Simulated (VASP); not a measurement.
Crystal: BAs.

```
B As
1.0
     0.00000    2.32011    2.42497
     2.32011    0.00000    2.42497
     2.32011    2.32011    0.00000
B As
1 1
Direct
  0.00000 0.00000 0.00000
  0.25000 0.25000 0.25000
```

This cell differs from its parent crystal: epitaxial xy strain -3.0%.

Base run:

```yaml
Program: VASP 6.6.1
Functional: PBE
Potentials_or_basis: VASP PAW PBE potentials, release 64 (B, As)
Cutoff: 500 eV
k_mesh: 6 × 6 × 6
Occupations: gaussian, width 0.01 eV
Spin: no spin polarisation
```

Its results: band gap on the k mesh 0.90 eV, indirect (least direct gap 3.09 eV); pressure 10.3 GPa.

The run is repeated on the same cell with these changes: k mesh from 6 × 6 × 6 to 10 × 10 × 10; occupations from gaussian, width 0.01 eV to fermi-dirac, width 0.02 eV. What comes out?

Band gap on the k mesh 0.79 eV, indirect (least direct gap 3.10 eV); pressure 10.2 GPa.

A k mesh can miss the band edges.
